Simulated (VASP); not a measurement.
A run of VASP 6.6.1 is set up as follows.

The input INCAR:

```
SYSTEM = HfS4
PREC = Accurate
ENCUT = 600
EDIFF = 1E-7
ISMEAR = 0
SIGMA = 0.1
LREAL = .False.
LASPH = .True.
NELM = 60
ALGO = Fast
ISIF = 3
LWAVE = .False.
LCHARG = .False.
GGA = PE
IBRION = 2
NSW = 100
EDIFFG = -0.01
```

Contents of KPOINTS:

```
Automatic mesh
0
Gamma
  12 12 6
  0 0 0
```

Contents of POSCAR:

```
HfS4
1.0
    4.6243645815      0.0000000000      0.0000000000
   -2.3121822907      4.0048172039      0.0000000000
    0.0000000000      0.0000000000      6.8905512637
Hf S
1 4
Direct
    0.0000000000      0.0000000000      0.5000000000
    0.0000000000      0.0000000000      0.8593906953
    0.0000000000      0.0000000000      0.1406093047
    0.3333333333      0.6666666667      0.5000000000
    0.6666666667      0.3333333333      0.5000000000
```

Potentials or basis: VASP PAW PBE potentials, release 64 (Hf_pv, S).

The run is started by

```sh
$ cat potpaw_PBE.64/Hf_pv/POTCAR potpaw_PBE.64/S/POTCAR > POTCAR
$ mpirun -np 1 vasp_std > vasp.out
```

(1) Estimate the relaxed volume.

(2) What does it give for the space group after relaxing (to 0.1 Å)?

## Answers

(1) 25.38 Å³/atom.

(2) P6/mmm (No. 191).
